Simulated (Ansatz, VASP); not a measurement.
## TiSi3 in VASP and in Ansatz

POSCAR

```
TiSi3
1.0
    3.8025375221      0.0000000000      0.0000000000
    0.0000000000      3.8025375221      0.0000000000
    0.0000000000      0.0000000000      3.8025375221
Ti Si
1 3
Direct
    0.0000000000      0.0000000000      0.0000000000
    0.5000000000      0.5000000000      0.0000000000
    0.5000000000      0.0000000000      0.5000000000
    0.0000000000      0.5000000000      0.5000000000
```

The input INCAR.step1:

```
SYSTEM = TiSi3
ALGO = Normal
EDIFF = 1E-4
ENCUT = 600
GGA = PE
ISMEAR = 0
LASPH = .TRUE.
LCHARG = .FALSE.
LREAL = .FALSE.
LWAVE = .TRUE.
NELM = 60
PREC = Accurate
SIGMA = 0.1
```

File INCAR.step2:

```
SYSTEM = TiSi3
ALGO = Normal
EDIFF = 1E-7
EDIFFG = -0.01
ENCUT = 600
IBRION = 2
ISIF = 3
ISMEAR = 0
ISTART = 1
LASPH = .TRUE.
LCHARG = .FALSE.
LMIXTAU = .TRUE.
LREAL = .FALSE.
LWAVE = .FALSE.
METAGGA = R2SCAN
NELM = 60
NSW = 80
PREC = Accurate
SIGMA = 0.1
```

File KPOINTS:

```
k-points
0
G
  12 12 12
  0 0 0
```

Input for Ansatz:

```yaml
crystal:
  lattice:
    - [3.8025375221, 0.0, 0.0]
    - [0.0, 3.8025375221, 0.0]
    - [0.0, 0.0, 3.8025375221]
  atoms:
    - { symbol: Ti, position: [0.0, 0.0, 0.0] }
    - { symbol: Si, position: [0.5, 0.5, 0.0] }
    - { symbol: Si, position: [0.5, 0.0, 0.5] }
    - { symbol: Si, position: [0.0, 0.5, 0.5] }
basis:
  ecutwfc: 500
kpoints:
  mp_grid: { grid: [12, 12, 12] }
hamiltonian:
  xc: r2scan
scf:
  occupations: { method: gaussian, width: 0.1 }
output:
  forces: true
  stress: true
  eigenvalues: true
relax:
  adjacent_minimum: "off"
  f_tol: 0.01
  max_steps: 60
  cell: { stress_tol: 0.1 }
```

Alike in both runs: task relaxation of cell and atoms; functional r2SCAN; k mesh 12 × 12 × 12; occupations gaussian, width 0.1 eV; no spin polarisation.

|  | VASP | Ansatz |
| --- | --- | --- |
| version | VASP 6.6.1 | Ansatz 0.2.0 |
| potentials or method | VASP PAW PBE potentials, release 64 (Ti_sv, Si), cutoff 600 eV | scalar-relativistic, plane waves, PAW |
| valence electrons in the cell | 24 | 24 |

|  | VASP | Ansatz | Ansatz less VASP |
| --- | --- | --- | --- |
| gap on the k mesh at the Fermi level, each at its own relaxed structure (eV) | none | none | - |
| relaxed volume (Å³/atom) | 13.80 | 13.77 | -0.036 |
| relaxed length of the cell vector where the two differ most in proportion (Å) | 3.808 | 3.804 | -0.0033 |

VASP's potentials were made for PBE, not for r2SCAN. A gap of «none» marks a metal or a gap that the smearing closes.
